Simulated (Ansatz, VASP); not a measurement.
This is a calculation of Ca for Ansatz 0.2.0.

input.yaml

```yaml
crystal:
  lattice:
    - [0.0, 2.8490021484, 2.8490021484]
    - [2.8490021484, 0.0, 2.8490021484]
    - [2.8490021484, 2.8490021484, 0.0]
  atoms:
    - { symbol: Ca, position: [0.0, 0.0, 0.0] }
kpoints:
  mp_grid: { grid: [8, 8, 8] }
scf:
  occupations: { method: tetrahedron }
hamiltonian:
  xc: pbe
  dispersion: d4
  pseudopotentials:
    kind: all_electron
    lapw: { basis_error: 0.001 }
    nuclear_model: point
output:
  forces: true
  stress: true
  eigenvalues: true
```

Potentials or basis: all-electron LAPW, point nuclei.

Run with:

```bash
$ ansatz run input.yaml --threads 1 --pin off --max-ram 2560MiB --backend cpu --events-out ev --progress --plain --runs-dir out
```

Question: Set up the same calculation for VASP 6.6.1. Potentials there: VASP PAW PBE potentials, release 64 (Ca_sv).

Answer: As run (the cutoff follows the program's own potentials):

Contents of INCAR:

```
SYSTEM = Ca
  ALGO = Normal
  EDIFF = 1E-7
  ENCUT = 520
  GGA = PE
  ISIF = 2
  ISMEAR = -5
  IVDW = 13
  LASPH = .True.
  LCHARG = .True.
  LELF = .True.
  LREAL = .False.
  LVHAR = .True.
  LWAVE = .False.
  NBANDS = 11
  NELM = 100
  PREC = Accurate
  SIGMA = 0.05
```

Contents of KPOINTS:

```
k-points
0
Gamma
  8 8 8
  0 0 0
```

File POSCAR:

```
Ca
1.0
    0.0000000000      2.8490021484      2.8490021484
    2.8490021484      0.0000000000      2.8490021484
    2.8490021484      2.8490021484      0.0000000000
Ca
1
Direct
    0.0000000000      0.0000000000      0.0000000000
```

Potentials or basis: VASP PAW PBE potentials, release 64 (Ca_sv).

Run with:

```sh
$ cat potpaw_PBE.64/Ca_sv/POTCAR > POTCAR
$ mpirun -np 1 vasp_std > vasp.out
```

Both were run:

|  | VASP | Ansatz | Ansatz less VASP |
| --- | --- | --- | --- |
| gap on the k mesh at the Fermi level (eV) | none | none | - |
| pressure (GPa) | -2.0 | -2.0 | -0.01 |

A gap of «none» marks a metal or a gap that the smearing closes. Ansatz ran all-electron here, and VASP with PAW potentials.
